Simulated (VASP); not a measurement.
# V (Im-3m) in VASP: a series of runs

Aim: see how the results for V move with the level of theory and the settings. Levels: PBEsol, PBE, RPBE. Tasks: single point.

All numbers are computed with VASP 6.6.1; they aren't measurements. Logs are shortened: lines on timing, memory, paths and dates and some standing lists are left out, and cuts for length are marked.

## 1. The cell of the first run

Symmetry: Im-3m, No. 229, cubic system. Conventional cell: a = 2.953 Å, b = 2.953 Å, c = 2.953 Å, α = 90.00°, β = 90.00°, γ = 90.00°. Within 3.4 Å of V (site symmetry m-3m) lie 14 V at 2.56 to 2.95 Å.

## 2. Single point, PBEsol, collinear spin, ferromagnetic start

INCAR reads:

```
PREC = Accurate
ENCUT = 520
EDIFF = 1E-6
ISMEAR = -1
SIGMA = 0.05
LREAL = False
LASPH = True
NELM = 150
ALGO = Normal
ISIF = 2
LWAVE = False
LCHARG = True
ISPIN = 2
MAGMOM = 2
LORBIT = 11
LMAXMIX = 4
GGA = PS
LELF = True
LVHAR = True
NBANDS = 16
```

KPOINTS reads:

```
regular mesh
0
Gamma
  9 9 9
```

POSCAR reads:

```
V
1.0
   -1.4765791707      1.4765791707      1.4765791707
    1.4765791707     -1.4765791707      1.4765791707
    1.4765791707      1.4765791707     -1.4765791707
V
1
Direct
    0.0000000000      0.0000000000      0.0000000000
```

Potentials or basis: VASP PAW PBE potentials, release 64 (V_sv).

On the command line:

```sh
$ cat potpaw_PBE.64/V_sv/POTCAR > POTCAR
$ mpirun -np 1 vasp_std > vasp.out
```

OUTCAR:

```text
PREC = Accurate
   ENCUT = 520
   EDIFF = 1E-6
   ISMEAR = -1
   LREAL = False
   LASPH = True
   NELM = 150
   ISIF = 2
   ISPIN = 2
   LORBIT = 11
   GGA = PS

 ion  position               nearest neighbor table
   1  0.000  0.000  0.000-

  LATTYP: Found a body centered cubic cell.
 ALAT       =     2.9531583414

  Lattice vectors:

 A1 = (  -1.4765791707,   1.4765791707,   1.4765791707)
 A2 = (   1.4765791707,  -1.4765791707,   1.4765791707)
 A3 = (   1.4765791707,   1.4765791707,  -1.4765791707)

Analysis of symmetry for initial positions (statically):
=====================================================================
 Subroutine PRICEL returns:
 Original cell was already a primitive cell.

 Routine SETGRP: Setting up the symmetry group for a
 body centered cubic supercell.

 Subroutine GETGRP returns: Found 48 space group operations
 (whereof 48 operations were pure point group operations)
 out of a pool of 48 trial point group operations.

The static configuration has the point symmetry O_h .

Analysis of symmetry for dynamics (positions and initial velocities):
=====================================================================
 Subroutine PRICEL returns:
 Original cell was already a primitive cell.

 Routine SETGRP: Setting up the symmetry group for a
 body centered cubic supercell.

 Subroutine GETGRP returns: Found 48 space group operations
 (whereof 48 operations were pure point group operations)
 out of a pool of 48 trial point group operations.

The dynamic configuration has the point symmetry O_h .

Analysis of structural, dynamic, and magnetic symmetry:
=====================================================================
 Subroutine PRICEL returns:
 Original cell was already a primitive cell.

 Routine SETGRP: Setting up the symmetry group for a
 body centered cubic supercell.

 Subroutine GETGRP returns: Found 48 space group operations
 (whereof 48 operations were pure point group operations)
 out of a pool of 48 trial point group operations.

The overall configuration has the point symmetry O_h .

 Subroutine INISYM returns: Found 48 space group operations
 (whereof 48 operations are pure point group operations),
 and found     1 'primitive' translations

----------------------------------------------------------------------------------------

                                     Primitive cell

  volume of cell :      12.8775
[... 87 lines left out ...]
   EDIFF  = 0.1E-05   stopping-criterion for ELM
   LREAL  =      F    real-space projection
[... 7 lines left out ...]
   TEBEG  =    0.0;   TEEND  =   0.0 temperature during run
   PSTRESS=    0.0 pullay stress
   NELECT =      13.0000    total number of electrons
   NUPDOWN=      -1.0000    fix difference up-down
   EMIN   =  10.00;   EMAX   =-10.00  energy-range for DOS
   EFERMI =   0.00;   METHOD = LEGACY
   ISMEAR =    -1;   SIGMA  =   0.05  broadening in eV -4-tet -1-fermi 0-gaus
   EFERMI_NEDOS =   21; number of points for ismear=-14 and -15
   IALGO  =     38    algorithm
   IMIX   =      4    mixing-type and parameters
     AMIX     =   0.40;   BMIX     =  1.00
     AMIX_MAG =   1.60;   BMIX_MAG =  1.00
  volume/ion in A,a.u.               =      12.88        86.90
  Fermi-wavevector in a.u.,A,eV,Ry     =   1.642275  3.103450 36.695826  2.697067
  Thomas-Fermi vector in A             =   2.732605
   LORBIT       =     11    0 simple, 1 ext, 2 COOP (PROOUT), +10 PAW based schemes
   GGA     = PS    functional components
   LHFCALC =     F    Hartree Fock is set to
   AEXX    =    0.0000 exact exchange contribution
   IVDW    =     0    specifies the selected vdW correction
   LEPSILON=     F    determine dielectric tensor
   LRPA    =     F    only Hartree local field effects (RPA)
 spin polarized calculation
  energy-cutoff  :      520.00
  volume of cell :       12.88
 maximum number of plane-waves:       370
   NGX =  9   NGY =  9   NGZ =  9

 number of electron      13.0000005 magnetization       0.0008565

 Free energy of the ion-electron system (eV)
  ---------------------------------------------------
  ext. energy  EPLUGINS =         0.00000000
  ---------------------------------------------------
  free energy    TOTEN  =        -9.64044638 eV

  energy without entropy =       -9.62416398  energy(sigma->0) =       -9.63230518

 E-fermi :  10.2208     XC(G=0): -13.3010

 val. band max:       10.1993964090   @ k =   0.2222   0.0000   0.0000
 cond. band min:      10.2395387286   @ k =  -0.2222   0.3333   0.1111
 fundamental gap:      0.0401423196
 Fermi energy:        10.2207988170

 spin component 1

 k-point     1 :       0.0000    0.0000    0.0000
  band No.  band energies     occupation
      1     -53.2436      1.00000
      2     -26.5674      1.00000
      3     -26.5674      1.00000
      4     -26.5674      1.00000
      5       3.4396      1.00000
      6      10.5859      0.00067
[... 435 lines left out ...]
      5       7.6958      1.00000
      6       9.5200      1.00000
[... 8 lines left out ...]
     15      35.6776      0.00000
     16      41.7310      0.00000

 [... further k-points ...]

 spin component 2

 k-point     1 :       0.0000    0.0000    0.0000
  band No.  band energies     occupation
      1     -53.2430      1.00000
      2     -26.5667      1.00000
      3     -26.5667      1.00000
      4     -26.5667      1.00000
      5       3.4401      1.00000
      6      10.5867      0.00066
[... 435 lines left out ...]
      5       7.6963      1.00000
      6       9.5205      1.00000
[... 8 lines left out ...]
     15      35.6783      0.00000
     16      41.7316      0.00000

 [... further k-points ...]
[... 5 lines left out ...]
  --------------------------------------------------------------------------------------
  -------------------------------------------------------------------------------------
  Total        0.0205178      0.0205178      0.0205178     -0.0000000      0.0000000     -0.0000000
  in kB        2.5527634      2.5527634      2.5527634     -0.0000000      0.0000000     -0.0000000
  external PRESSURE =       2.5527634 kB  Pullay stress =       0.0000000 kB

 VOLUME and BASIS-vectors are now :
 -----------------------------------------------------------------------------
  energy-cutoff  :      520.00
  volume of cell :       12.88
      direct lattice vectors                 reciprocal lattice vectors
    -1.476579171  1.476579171  1.476579171     0.000000000  0.338620516  0.338620516
     1.476579171 -1.476579171  1.476579171     0.338620516  0.000000000  0.338620516
     1.476579171  1.476579171 -1.476579171     0.338620516  0.338620516  0.000000000

 POSITION                                       TOTAL-FORCE (eV/Angst)
 -----------------------------------------------------------------------------------
      0.00000      0.00000      0.00000         0.000000     -0.000000      0.000000
 -----------------------------------------------------------------------------------
    total drift:                                0.000000     -0.000000      0.000000

  FREE ENERGIE OF THE ION-ELECTRON SYSTEM (eV)
  ---------------------------------------------------
  free  energy   TOTEN  =        -9.6404463785 eV

  energy  without entropy=       -9.6241639838  energy(sigma->0) =       -9.63230518

 total charge

# of ion       s       p       d       tot
------------------------------------------
    1        2.354   6.231   3.163  11.748

 magnetization (x)

# of ion       s       p       d       tot
------------------------------------------
    1        0.000   0.000   0.001   0.001
```

OSZICAR:

```text
N       E                     dE             d eps       ncg     rms          rms(c)
DAV:   1     0.899392958868E+02    0.89939E+02   -0.64349E+03  2256   0.898E+02
DAV:   2    -0.903814329750E+01   -0.98977E+02   -0.94828E+02  2496   0.268E+02
DAV:   3    -0.105255893749E+02   -0.14874E+01   -0.14857E+01  2560   0.354E+01
DAV:   4    -0.105311313812E+02   -0.55420E-02   -0.55419E-02  2664   0.227E+00
DAV:   5    -0.105311756137E+02   -0.44232E-04   -0.44233E-04  2560   0.189E-01    0.219E+01
DAV:   6    -0.962512979966E+01    0.90605E+00   -0.16946E+00  2312   0.216E+01    0.334E+00
DAV:   7    -0.963588027185E+01   -0.10750E-01   -0.11307E-01  2448   0.335E+00    0.227E+00
DAV:   8    -0.964266383571E+01   -0.67836E-02   -0.81200E-03  2400   0.100E+00    0.962E-01
DAV:   9    -0.964009530222E+01    0.25685E-02   -0.18864E-03  2520   0.522E-01    0.379E-01
DAV:  10    -0.964034653045E+01   -0.25123E-03   -0.10733E-03  2496   0.312E-01    0.115E-01
DAV:  11    -0.964041605959E+01   -0.69529E-04   -0.10417E-04  2560   0.985E-02    0.325E-02
DAV:  12    -0.964043998737E+01   -0.23928E-04   -0.95887E-06  2368   0.361E-02    0.171E-02
DAV:  13    -0.964044375353E+01   -0.37662E-05   -0.54747E-07  1424   0.712E-03    0.102E-02
DAV:  14    -0.964044540998E+01   -0.16564E-05   -0.52842E-07  1208   0.484E-03    0.561E-03
DAV:  15    -0.964044637853E+01   -0.96856E-06   -0.45787E-07  1224   0.444E-03
   1 F= -.96404464E+01 E0= -.96323052E+01  d E =-.162824E-01  mag=    -0.0001
```

Wall time 19 s (1 thread of AMD EPYC 7R43 (Zen 3), shared host); peak memory 0.1 GiB.

What came out:

- Free energy: -9.6404 eV
- Pressure: 0.3 GPa
- Net moment: 0.00 μB per cell
- Valence electrons inside the program's atomic spheres: V 11.75

Levels at points of the mesh, in eV from the Fermi level:
Spin up:
```
           k point  band 3  band 4  band 5  band 6  band 7  band 8  band 9  band 10
(0.00, 0.00, 0.00)  -36.79  -36.79   -6.78    0.37    0.37    0.37    2.49     2.49
```
Spin down:
```tsv
k point	band 4	band 5	band 6	band 7	band 8	band 9
(0.00, 0.00, 0.00)	-36.79	-6.78	0.37	0.37	0.37	2.49
```

Caveat: the PAW data sets were made with another functional, which shifts forces and pressure a little.

## 3. Single point, PBE, collinear spin, ferromagnetic start

This run uses another cell than the first one, of 13.42 Å³/atom, 1.042 times its volume.

INCAR reads:

```
SYSTEM = V
PREC = Accurate ; ENCUT = 520
EDIFF = 1E-6 ; ISMEAR = -1
SIGMA = 0.05 ; LREAL = .False.
LASPH = .True. ; NELM = 150
ALGO = Normal ; ISIF = 2
LWAVE = .False. ; LCHARG = .False.
ISPIN = 2 ; MAGMOM = 2
LORBIT = 11 ; LMAXMIX = 4
GGA = PE ; NBANDS = 16
```

KPOINTS reads:

```
Automatic mesh
0
Gamma
  9 9 9
  0 0 0
```

POSCAR reads:

```
V
1.0
   -1.4970539869      1.4970539869      1.4970539869
    1.4970539869     -1.4970539869      1.4970539869
    1.4970539869      1.4970539869     -1.4970539869
V
1
Direct
    0.0000000000      0.0000000000      0.0000000000
```

Potentials or basis: VASP PAW PBE potentials, release 64 (V_sv).

On the command line:

```sh
$ cat potpaw_PBE.64/V_sv/POTCAR > POTCAR
$ mpirun -np 1 vasp_std > vasp.out
```

It took 21 s on 1 thread of AMD EPYC 7R43 (Zen 3), shared host; peak memory 0.1 GiB.

The run converged. Its results:

```yaml
Free_energy: -8.9955 eV
Pressure: 0.2 GPa
Net_moment: 0.04 μB per cell
Site_moments: V +0.04 μB
Valence_electrons_inside_the_program's_atomic_spheres: V 11.66
```

Levels at points of the mesh, in eV from the Fermi level:
Spin up:
| k point | band 3 | band 4 | band 5 | band 6 | band 7 | band 8 | band 9 | band 10 |
| --- | --- | --- | --- | --- | --- | --- | --- | --- |
| (0.00, 0.00, 0.00) | -37.06 | -37.06 | -6.68 | 0.34 | 0.34 | 0.34 | 2.38 | 2.38 |
Spin down:
| k point | band 3 | band 4 | band 5 | band 6 | band 7 | band 8 | band 9 | band 10 |
| --- | --- | --- | --- | --- | --- | --- | --- | --- |
| (0.00, 0.00, 0.00) | -37.03 | -37.03 | -6.65 | 0.38 | 0.38 | 0.38 | 2.39 | 2.39 |

## 4. Single point, RPBE, collinear spin, ferromagnetic start

This run uses another cell than the first one, of 13.78 Å³/atom, 1.070 times its volume.

INCAR reads:

```
SYSTEM = V
ALGO = Normal
EDIFF = 1E-7
ENCUT = 520
GGA = RP
ISIF = 2
ISMEAR = -1
ISPIN = 2
LASPH = .True.
LCHARG = .False.
LMAXMIX = 4
LORBIT = 11
LREAL = .False.
LWAVE = .False.
MAGMOM = 2
NBANDS = 16
NELM = 150
PREC = Accurate
SIGMA = 0.05
```

KPOINTS reads:

```
k-points
0
Gamma
  9 9 9
  0 0 0
```

POSCAR reads:

```
V
1.0
   -1.5103756206      1.5103756206      1.5103756206
    1.5103756206     -1.5103756206      1.5103756206
    1.5103756206      1.5103756206     -1.5103756206
V
1
Direct
    0.0000000000      0.0000000000      0.0000000000
```

On the command line:

```sh
$ cat potpaw_PBE.64/V_sv/POTCAR > POTCAR
$ mpirun -np 1 vasp_std > vasp.out
```

Wall time 19 s (1 thread of AMD EPYC 7R43 (Zen 3), shared host); peak memory 0.1 GiB.

Results (log left out):

```
Free energy                                           : -8.5119 eV
Pressure                                              : 0.3 GPa
Net moment                                            : 0.19 μB per cell
Site moments                                          : V +0.15 μB
Valence electrons inside the program's atomic spheres : V 11.61
```

Levels at points of the mesh, in eV from the Fermi level:
Spin up:
| k point | band 4 | band 5 | band 6 | band 7 | band 8 | band 9 | band 10 | band 11 |
| --- | --- | --- | --- | --- | --- | --- | --- | --- |
| (0.00, 0.00, 0.00) | -37.25 | -6.66 | 0.29 | 0.29 | 0.29 | 2.29 | 2.29 | 20.17 |
Spin down:
| k point | band 4 | band 5 | band 6 | band 7 | band 8 | band 9 |
| --- | --- | --- | --- | --- | --- | --- |
| (0.00, 0.00, 0.00) | -37.12 | -6.51 | 0.46 | 0.46 | 0.46 | 2.38 |

Caveat: the PAW data sets were made with another functional, which shifts forces and pressure a little.

## 5. The runs side by side

| level | cell | gap on the mesh (eV) | pressure (GPa) | moment (μB) |
| --- | --- | --- | --- | --- |
| PBEsol | a = 2.558 Å, angles 109.5°, 1 atom | none | 0.3 | 0.00 |
| PBE | a = 2.593 Å, angles 109.5°, 1 atom | none | 0.2 | 0.04 |
| RPBE | a = 2.616 Å, angles 109.5°, 1 atom | none | 0.3 | 0.19 |

Alike in all rows: task single point; potentials or basis VASP PAW PBE potentials, release 64 (V_sv); spin collinear, ferromagnetic start; k mesh 9 × 9 × 9; cutoff (eV) 520; smearing fermi-dirac 0.05 eV.

Caveats: the PAW data sets were made with another functional, which shifts forces and pressure a little (some runs).

Absolute energies hang on the potentials; compare differences alone.
